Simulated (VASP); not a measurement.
# CdS (Hawleyite) (F-43m) in VASP: settings compared

Aim: see how the results for CdS (Hawleyite) move with the level of theory and the settings. Levels: LDA, BLYP. Tasks: dielectric tensor, density of states.

Program: VASP 6.6.1. These are calculated values, not measurements. Logs are shortened: lines on timing, memory, paths and dates and some standing lists are left out, and cuts for length are marked.

## 1. The cell of the first run

The structure is cubic, space group F-43m (No. 216). The conventional cell has a = 5.833 Å, b = 5.833 Å, c = 5.833 Å, α = 90.00°, β = 90.00°, γ = 90.00°. Cd (site symmetry -43m) has 4 S at 2.53 Å within 3.3 Å. Within 3.3 Å of S (site symmetry -43m) lie 4 Cd at 2.53 Å.

## 2. Dielectric tensor, LDA

File INCAR:

```
SYSTEM = CdS
PREC     = Accurate       ! precision mode
ENCUT    = 520            ! plane-wave cutoff, eV
EDIFF    = 1E-8           ! SCF threshold, eV
ISMEAR   = 0              ! smearing method
SIGMA    = 0.01           ! smearing width, eV
LREAL    = .False.        ! projectors in reciprocal space
LASPH    = .True.         ! aspherical terms in the spheres
NELM     = 60             ! most SCF steps
ALGO     = Normal         ! electronic algorithm
ISIF     = 2              ! what is computed and relaxed
LWAVE    = .False.        ! write WAVECAR
LCHARG   = .False.        ! write CHGCAR
LEPSILON = .True.         ! dielectric tensor by DFPT
```

File KPOINTS:

```
Automatic mesh
0
Gamma
  8 8 8
  0 0 0
```

File POSCAR:

```
CdS
1.0
    0.0000000000      2.9165000000      2.9165000000
    2.9165000000      0.0000000000      2.9165000000
    2.9165000000      2.9165000000      0.0000000000
Cd S
1 1
Direct
    0.0000000000      0.0000000000      0.0000000000
    0.7500000000      0.7500000000      0.7500000000
```

Potentials or basis: VASP PAW LDA potentials, release 64 (Cd, S).

On the command line:

```console
cat potpaw_LDA.64/Cd/POTCAR potpaw_LDA.64/S/POTCAR > POTCAR
mpirun -np 1 vasp_std > vasp.out
```

OUTCAR:

```text
SYSTEM = CdS
   PREC = Accurate
   ENCUT = 520
   EDIFF = 1E-8
   ISMEAR = 0
   LREAL = .False.
   LASPH = .True.
   NELM = 60
   ISIF = 2
   LEPSILON = .True.

 ion  position               nearest neighbor table
   1  0.000  0.000  0.000-   2 2.53   2 2.53   2 2.53   2 2.53
   2  0.750  0.750  0.750-   1 2.53   1 2.53   1 2.53   1 2.53

  LATTYP: Found a face centered cubic cell.
 ALAT       =     5.8330000000

  Lattice vectors:

 A1 = (   0.0000000000,   2.9165000000,   2.9165000000)
 A2 = (   2.9165000000,   0.0000000000,   2.9165000000)
 A3 = (   2.9165000000,   2.9165000000,   0.0000000000)

Analysis of symmetry for initial positions (statically):
=====================================================================
 Subroutine PRICEL returns:
 Original cell was already a primitive cell.

 Routine SETGRP: Setting up the symmetry group for a
 face centered cubic supercell.

 Subroutine GETGRP returns: Found 24 space group operations
 (whereof 24 operations were pure point group operations)
 out of a pool of 48 trial point group operations.

The static configuration has the point symmetry T_d .

Analysis of symmetry for dynamics (positions and initial velocities):
=====================================================================
 Subroutine PRICEL returns:
 Original cell was already a primitive cell.

 Routine SETGRP: Setting up the symmetry group for a
 face centered cubic supercell.

 Subroutine GETGRP returns: Found 24 space group operations
 (whereof 24 operations were pure point group operations)
 out of a pool of 48 trial point group operations.

The dynamic configuration has the point symmetry T_d .

 Subroutine INISYM returns: Found 24 space group operations
 (whereof 24 operations are pure point group operations),
 and found     1 'primitive' translations

----------------------------------------------------------------------------------------

                                     Primitive cell

  volume of cell :      49.6153

  direct lattice vectors                    reciprocal lattice vectors
     0.000000000  2.916500000  2.916500000    -0.171438368  0.171438368  0.171438368
     2.916500000  0.000000000  2.916500000     0.171438368 -0.171438368  0.171438368
     2.916500000  2.916500000  0.000000000     0.171438368  0.171438368 -0.171438368

  length of vectors
     4.124553855  4.124553855  4.124553855     0.296939964  0.296939964  0.296939964

  position of ions in fractional coordinates (direct lattice)
     0.000000000  0.000000000  0.000000000
     0.750000000  0.750000000  0.750000000

  ion indices of the primitive-cell ions
   primitive index   ion index
                 1           1
                 2           2

----------------------------------------------------------------------------------------

 KPOINTS: Automatic mesh

Automatic generation of k-mesh.
 Grid dimensions read from file:
 generate k-points for:    8    8    8

 Generating k-lattice:

  Cartesian coordinates                     Fractional coordinates (reciprocal lattice)
    -0.021429796  0.021429796  0.021429796     0.125000000  0.000000000  0.000000000
     0.021429796 -0.021429796  0.021429796     0.000000000  0.125000000  0.000000000
     0.021429796  0.021429796 -0.021429796     0.000000000  0.000000000  0.125000000

  Length of vectors
     0.037117495  0.037117495  0.037117495

  Shift w.r.t. Gamma in fractional coordinates (k-lattice)
     0.000000000  0.000000000  0.000000000

 Subroutine IBZKPT returns following result:
 ===========================================

 Found     29 irreducible k-points:

 Following reciprocal coordinates:
            Coordinates               Weight
  0.000000  0.000000  0.000000      1.000000
  0.125000  0.000000  0.000000      8.000000
  0.250000  0.000000  0.000000      8.000000
  0.375000  0.000000  0.000000      8.000000
  0.500000  0.000000  0.000000      4.000000
  0.125000  0.125000  0.000000      6.000000
[... 16 lines left out ...]
  0.500000  0.250000  0.125000     48.000000
 -0.375000  0.250000  0.125000     24.000000
 [... further k-points ...]
   k-points           NKPTS =     29   k-points in BZ     NKDIM =     29   number of bands    NBANDS=     13
   number of dos      NEDOS =    301   number of ions     NIONS =      2
   total plane-waves  NPLWV =  32768
   dimension x,y,z NGX =    32 NGY =   32 NGZ =   32
   dimension x,y,z NGXF=    64 NGYF=   64 NGZF=   64
   ions per type =               1   1
   NGX,Y,Z   is equivalent  to a cutoff of  12.90, 12.90, 12.90 a.u.
[... 18 lines left out ...]
   ISYM   =      2    0-nonsym 1-usesym 2-fastsym
   POTIM  = 0.5000    time-step for ionic-motion
   TEBEG  =    0.0;   TEEND  =   0.0 temperature during run
   PSTRESS=    0.0 pullay stress
   NELECT =      18.0000    total number of electrons
   NUPDOWN=      -1.0000    fix difference up-down
   EMIN   =  10.00;   EMAX   =-10.00  energy-range for DOS
   EFERMI =   0.00;   METHOD = LEGACY
   ISMEAR =     0;   SIGMA  =   0.01  broadening in eV -4-tet -1-fermi 0-gaus
   EFERMI_NEDOS =   21; number of points for ismear=-14 and -15
   IALGO  =     38    algorithm
   IMIX   =      4    mixing-type and parameters
     AMIX     =   0.40;   BMIX     =  1.00
     AMIX_MAG =   1.60;   BMIX_MAG =  1.00
  volume/ion in A,a.u.               =      24.81       167.41
  Fermi-wavevector in a.u.,A,eV,Ry     =   1.167599  2.206442 18.548649  1.363287
  Thomas-Fermi vector in A             =   2.304097
   LORBIT       =      0    0 simple, 1 ext, 2 COOP (PROOUT), +10 PAW based schemes
   GGA     = CA    functional components
   LHFCALC =     F    Hartree Fock is set to
   AEXX    =    0.0000 exact exchange contribution
   IVDW    =     0    specifies the selected vdW correction
   LEPSILON=     T    determine dielectric tensor
   LRPA    =     F    only Hartree local field effects (RPA)
 non-spin polarized calculation
 Gauss-broadening in eV      SIGMA  =   0.01
  energy-cutoff  :      520.00
  volume of cell :       49.62
 maximum number of plane-waves:      1363
   NGX = 15   NGY = 15   NGZ = 15

--------------------------------------- Ionic step        1  -------------------------------------------

 number of electron      18.0000004 magnetization

 E-fermi :   1.2397     XC(G=0):  -9.5861

 val. band max:        1.1270107708   @ k =   0.0000   0.0000   0.0000
 cond. band min:       2.0191566945   @ k =   0.0000   0.0000   0.0000
 fundamental gap:      0.8921459237
 Fermi energy:         1.2396634737

 k-point     1 :       0.0000    0.0000    0.0000
  band No.  band energies     occupation
      1     -11.2290      2.00000
      2      -6.6505      2.00000
      3      -6.6505      2.00000
      4      -6.6505      2.00000
      5      -6.1658      2.00000
      6      -6.1658      2.00000
      7       1.1270      2.00000
      8       1.1270      2.00000
      9       1.1270      2.00000
     10       2.0192      0.00000
     11       7.4881      0.00000
     12       7.4881      0.00000
     13       7.4881      0.00000
[... 354 lines left out ...]
  band No.  band energies     occupation
      1     -10.7188      2.00000
      2      -6.4873      2.00000
      3      -6.4468      2.00000
      4      -6.1946      2.00000
      5      -6.1392      2.00000
      6      -5.6628      2.00000
      7      -3.0954      2.00000
      8      -0.8697      2.00000
      9      -0.1254      2.00000
     10       5.3243      0.00000
     11       6.7427      0.00000
     12       8.1572      0.00000
     13       9.3077      0.00000

 [... further k-points ...]

  FORCE on cell =-STRESS in cart. coord.  units (eV):
  Direction    XX          YY          ZZ          XY          YZ          ZX
  --------------------------------------------------------------------------------------
  -------------------------------------------------------------------------------------
  Total       -0.6163493     -0.6163493     -0.6163493      0.0000000      0.0000000     -0.0000000
  in kB      -19.9031367    -19.9031367    -19.9031367      0.0000000      0.0000000     -0.0000000
  external PRESSURE =     -19.9031367 kB  Pullay stress =       0.0000000 kB

 VOLUME and BASIS-vectors are now :
 -----------------------------------------------------------------------------
  energy-cutoff  :      520.00
  volume of cell :       49.62
      direct lattice vectors                 reciprocal lattice vectors
     0.000000000  2.916500000  2.916500000    -0.171438368  0.171438368  0.171438368
     2.916500000  0.000000000  2.916500000     0.171438368 -0.171438368  0.171438368
     2.916500000  2.916500000  0.000000000     0.171438368  0.171438368 -0.171438368

 POSITION                                       TOTAL-FORCE (eV/Angst)
 -----------------------------------------------------------------------------------
      0.00000      0.00000      0.00000         0.000000      0.000000      0.000000
      4.37475      4.37475      4.37475        -0.000000     -0.000000     -0.000000
 -----------------------------------------------------------------------------------
    total drift:                               -0.000000     -0.000000     -0.000000

  FREE ENERGIE OF THE ION-ELECTRON SYSTEM (eV)
  ---------------------------------------------------
  free  energy   TOTEN  =        -7.3978062777 eV

  energy  without entropy=       -7.3978062777  energy(sigma->0) =       -7.39780628

 HEAD OF MICROSCOPIC STATIC DIELECTRIC TENSOR (INDEPENDENT PARTICLE, excluding Hartree and local field effects)
 ------------------------------------------------------
           7.983846     0.000000     0.000000
           0.000000     7.983846    -0.000000
           0.000000     0.000000     7.983846
 ------------------------------------------------------

 Free energy of the ion-electron system (eV)
  ---------------------------------------------------
  ---------------------------------------------------
  free energy    TOTEN  =        -0.93889701 eV

  energy without entropy =       -0.93889701

------------------------ aborting loop because EDIFF is reached ----------------------------------------

--------------------------------------- Ionic step        2  -------------------------------------------

------------------------ aborting loop because EDIFF is reached ----------------------------------------

--------------------------------------- Ionic step        3  -------------------------------------------

 Free energy of the ion-electron system (eV)
  ---------------------------------------------------
  ---------------------------------------------------
  free energy    TOTEN  =        -0.93889673 eV

  energy without entropy =       -0.93889673

------------------------ aborting loop because EDIFF is reached ----------------------------------------

 PIEZOELECTRIC TENSOR FIELD DIRECTION 3  (e Angst)
 -----------------------------------------------------------------------------
    -0.00130  2.02257  0.00000           ( -0.00000 -0.03081  0.00000)
     2.02257 -0.00130  0.00000           ( -0.03081 -0.00000  0.00000)
     0.00000  0.00000  0.00056           (  0.00000  0.00000 -0.00000)

 PIEZOELECTRIC TENSOR FIELD DIRECTION 3  (C/m^2)
 -----------------------------------------------------------------------------
    -0.00042  0.65313  0.00000
     0.65313 -0.00042  0.00000
     0.00000  0.00000  0.00018

 MACROSCOPIC STATIC DIELECTRIC TENSOR (including local field effects in DFT)
 ------------------------------------------------------
           7.546041     0.000000    -0.000000
           0.000000     7.546041    -0.000000
           0.000000     0.000000     7.546041
 ------------------------------------------------------

 PIEZOELECTRIC TENSOR (including local field effects)  for field in x, y, z        (e  Angst)
          XX          YY          ZZ          XY          YZ          ZX
  --------------------------------------------------------------------------------
  x     0.00000    -0.00000    -0.00000     0.00000     2.03755     0.00000
  y    -0.00000     0.00000    -0.00000     0.00000     0.00000     2.03755
  z     0.00000    -0.00000     0.00000     2.03755     0.00000     0.00000

 PIEZOELECTRIC TENSOR (including local field effects)  for field in x, y, z        (C/m^2)
          XX          YY          ZZ          XY          YZ          ZX
  --------------------------------------------------------------------------------
  x     0.00000    -0.00000    -0.00000     0.00000     0.65797     0.00000
  y    -0.00000     0.00000    -0.00000     0.00000     0.00000     0.65797
  z     0.00000    -0.00000     0.00000     0.65797     0.00000     0.00000

 BORN EFFECTIVE CHARGES (including local field effects) (in |e|, cummulative output)
 ---------------------------------------------------------------------------------
 ion    1
    1     2.22111    -0.00000    -0.00000
    2    -0.00000     2.22111     0.00000
    3    -0.00000    -0.00000     2.22111
 ion    2
    1    -2.22111     0.00000     0.00000
    2     0.00000    -2.22111    -0.00000
    3     0.00000     0.00000    -2.22111
```

It took 86 s on 1 thread of Intel Xeon 6975P-C (Granite Rapids), shared host; peak memory 0.29 GiB.

What came out:

```
Band gap on the k mesh                  : 0.89 eV, direct
Electronic dielectric tensor (diagonal) : 7.55
Born charges (mean of the diagonal)     : Cd +2.22; S -2.22 e
```

Electronic dielectric tensor:
```
7.55 0.00 0.00
0.00 7.55 0.00
0.00 0.00 7.55
```

Born effective charge tensors (e):
atom 1, Cd
```
2.22 0.00 0.00
0.00 2.22 0.00
0.00 0.00 2.22
```
atom 2, S
```
-2.22  0.00  0.00
 0.00 -2.22  0.00
 0.00  0.00 -2.22
```

## 3. Density of states, LDA

POSCAR is that of step 2.

File INCAR.step1:

```
ALGO = Normal
EDIFF = 1E-6
ENCUT = 520
GGA = CA
ISIF = 2
ISMEAR = -1
LASPH = True
LCHARG = True
LREAL = False
LWAVE = False
NBANDS = 16
NELM = 100
PREC = Accurate
SIGMA = 0.05
```

File KPOINTS.step1:

```
k-points
0
Gamma
  5 5 5
```

File INCAR.step2:

```
ALGO = Normal
EDIFF = 1E-6
ENCUT = 520
GGA = CA
ICHARG = 11
ISIF = 2
ISMEAR = -5
LASPH = True
LCHARG = False
LORBIT = 10
LREAL = False
LWAVE = False
NEDOS = 1001
NELM = 100
PREC = Accurate
SIGMA = 0.05
```

File KPOINTS.step2:

```
k-points
0
Gamma
  8 8 8
```

Potentials or basis: VASP PAW LDA potentials, release 64 (Cd, S).

On the command line:

```console
cat potpaw_LDA.64/Cd/POTCAR potpaw_LDA.64/S/POTCAR > POTCAR
cp INCAR.step1 INCAR
cp KPOINTS.step1 KPOINTS
mpirun -np 1 vasp_std > vasp.out
cp INCAR.step2 INCAR
cp KPOINTS.step2 KPOINTS
mpirun -np 1 vasp_std > vasp.out
```

Wall time 13 s (1 thread of Intel Xeon Platinum 8259CL at 2.50GHz (Skylake/Cascade Lake), shared host); peak memory 0.15 GiB.

It converged, with:

```
Valence electrons inside the program's atomic spheres : Cd 10.33; S 3.70
```

Levels at points of the mesh, in eV from the valence-band top:
```tsv
k point	band 5	band 6	band 7	band 8	band 9	band 10	band 11	band 12	band 13
(0.00, 0.00, 0.00)	-7.30	-7.30	0.00	0.00	0.00	0.89	6.36	6.36	6.36
(0.50, 0.00, 0.00)	-7.26	-6.92	-4.52	-0.77	-0.77	2.78	6.84	6.84	7.22
(0.50, 0.50, 0.00)	-7.21	-6.85	-4.06	-1.93	-1.93	3.30	4.16	8.95	10.54
```

## 4. Density of states, BLYP

POSCAR is that of step 3.

File INCAR.step1:

```
SYSTEM = CdS
  PREC = Accurate
  ENCUT = 520
  EDIFF = 1E-7
  ISMEAR = -1
  SIGMA = 0.05
  LREAL = .False.
  LASPH = .True.
  NELM = 80
  ALGO = Normal
  ISIF = 2
  LWAVE = .False.
  LCHARG = .True.
  GGA = B5
  ALDAX = 1.0
  AGGAX = 1.0
  AGGAC = 1.0
  ALDAC = 0.0
  NBANDS = 16
```

File KPOINTS.step1:

```
Automatic mesh
0
Gamma
  5 5 5
  0 0 0
```

File INCAR.step2:

```
SYSTEM = CdS
  PREC = Accurate
  ENCUT = 520
  EDIFF = 1E-7
  ISMEAR = -5
  SIGMA = 0.05
  LREAL = .False.
  LASPH = .True.
  NELM = 80
  ALGO = Normal
  ISIF = 2
  LWAVE = .False.
  LCHARG = .False.
  GGA = B5
  ALDAX = 1.0
  AGGAX = 1.0
  AGGAC = 1.0
  ALDAC = 0.0
  LORBIT = 11
  NBANDS = 16
  NEDOS = 2001
  ICHARG = 11
```

File KPOINTS.step2:

```
Automatic mesh
0
Gamma
  8 8 8
  0 0 0
```

Potentials or basis: VASP PAW PBE potentials, release 64 (Cd, S).

On the command line:

```console
cat potpaw_PBE.64/Cd/POTCAR potpaw_PBE.64/S/POTCAR > POTCAR
cp INCAR.step1 INCAR
cp KPOINTS.step1 KPOINTS
mpirun -np 1 vasp_std > vasp.out
cp INCAR.step2 INCAR
cp KPOINTS.step2 KPOINTS
mpirun -np 1 vasp_std > vasp.out
```

Run time: 30 s. Hardware: 1 thread of Intel Xeon Platinum 8259CL at 2.50GHz (Skylake/Cascade Lake), shared host; peak memory 0.17 GiB.

It converged, with:

| Item | Value |
| --- | --- |
| Valence electrons inside the program's atomic spheres | Cd 10.34; S 3.75 |

Levels at points of the mesh, in eV from the valence-band top:
| k point | band 6 | band 7 | band 8 | band 9 | band 10 | band 11 | band 12 | band 13 |
| --- | --- | --- | --- | --- | --- | --- | --- | --- |
| (0.00, 0.00, 0.00) | -7.31 | 0.00 | 0.00 | 0.00 | 1.12 | 6.55 | 6.55 | 6.55 |
| (0.50, 0.00, 0.00) | -6.93 | -4.38 | -0.75 | -0.75 | 2.99 | 7.04 | 7.04 | 7.54 |
| (0.50, 0.50, 0.00) | -6.87 | -3.95 | -1.86 | -1.86 | 3.64 | 4.35 | 9.27 | 10.73 |

Caveat: the PAW data sets were made with another functional, which shifts forces and pressure a little.
